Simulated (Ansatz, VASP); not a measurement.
## One calculation of HfN, two programs

```
Hf N
1.0
     0.00000    2.13824    2.30705
     2.13824    0.00000    2.30705
     2.13824    2.13824    0.00000
Hf N
1 1
Direct
  0.00000 0.00000 0.00000
  0.50000 0.50000 0.50000
```

Change from the starting cell: strain -0.050 along x and y, +0.025 along z, atoms carried along.

Alike in both runs: task single point; functional PBEsol; k mesh 22 × 22 × 22; occupations gaussian, width 0.15 eV; no spin polarisation.

|  | VASP | Ansatz |
| --- | --- | --- |
| version | VASP 6.6.1 | Ansatz 0.2.0 |
| potentials or method | VASP PAW PBE potentials, release 64 (Hf_pv, N), cutoff 600 eV | scalar-relativistic, plane waves, PAW |
| valence electrons in the cell | 15 | 31 |

VASP gave:

| Property | Result |
| --- | --- |
| gap on the k mesh at the Fermi level (eV) | none |
| pressure (GPa) | 28.4 |
| traceless stress, the component that is largest in VASP (GPa) | -34.43 |

What did Ansatz give for the same quantities?

gap on the k mesh at the Fermi level (eV): none; pressure (GPa): 30.6; traceless stress, the component that is largest in VASP (GPa): -34.39.

VASP's potentials were made for PBE, not for PBEsol. A gap of «none» marks a metal or a gap that the smearing closes. Both programs put the cell under a high pressure, so it lies far from rest at this level. The functional is the same, so the differences come from potentials, cutoffs and numerics. VASP's potentials hold 15 valence electrons a cell and Ansatz's 31, so a difference there can come from the potentials and not from the codes.

Spin-orbit coupling is off throughout.
